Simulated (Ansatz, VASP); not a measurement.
# Two plane-wave programs on Ag

```
Ag
1.0
     3.00059    0.00000    0.00000
    -1.50029    2.59858    0.00000
     0.00000    0.00000    9.90176
Ag
4
Direct
  0.33333 0.66667 0.25000
  0.66667 0.33333 0.75000
  0.00000 0.00000 0.00000
  0.00000 0.00000 0.50000
```

Alike in both runs: functional BLYP; k mesh 13 × 13 × 3; occupations fermi-dirac, width 0.1 eV; no spin polarisation.

Ansatz relaxed the structure, and its values are those at the end. VASP's run is a single point on that final structure, the one shown.

|  | VASP | Ansatz |
| --- | --- | --- |
| version | VASP 6.6.1 | Ansatz 0.2.0 |
| potentials or method | VASP PAW PBE potentials, release 64 (Ag), cutoff 520 eV | plane waves (420 eV) with PAW, scalar-relativistic |
| valence electrons in the cell | 44 | 76 |

Ansatz gave:

```
pressure (GPa) : 0.0
```

**Question.** Estimate VASP's values.

**Answer.** Pressure (GPa): 0.1.

VASP's potentials were made for PBE, not for BLYP. The functional is the same, so the differences come from potentials, cutoffs and numerics. VASP's potentials hold 44 valence electrons a cell and Ansatz's 76, so a difference there can come from the potentials and not from the codes.
